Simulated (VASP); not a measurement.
NaI:

```xyz
2
Lattice="0.0000 3.2297 3.2620 3.2297 0.0000 3.2620 3.2297 3.2297 0.0000" Properties=species:S:1:pos:R:3 pbc="T T T"
Na    0.0000    0.0000    0.0000
I     3.2297    3.2297    3.2620
```

This cell differs from its parent crystal: uniaxial z strain +1.0%.

Base run:

```yaml
Program: VASP 6.6.1
Functional: r2SCAN
Potentials_or_basis: VASP PAW PBE potentials, release 64 (Na_pv, I)
Cutoff: 520 eV
k_mesh: 8 × 8 × 8
Occupations: gaussian, width 0.01 eV
Spin: no spin polarisation
```

Its results: band gap on the k mesh 4.42 eV; pressure -0.2 GPa.

Q: The run is repeated on the same cell with these changes: functional from r2SCAN to PBE; occupations from gaussian, width 0.01 eV to fermi-dirac, width 0.02 eV. What comes out?

A: Band gap on the k mesh 3.62 eV; pressure 0.4 GPa.

Caveats: spin-orbit coupling is left out, which moves the levels of the heavy elements; the PAW data sets were made with another functional, which shifts forces and pressure a little (at least some runs).

A k mesh can miss the band edges.
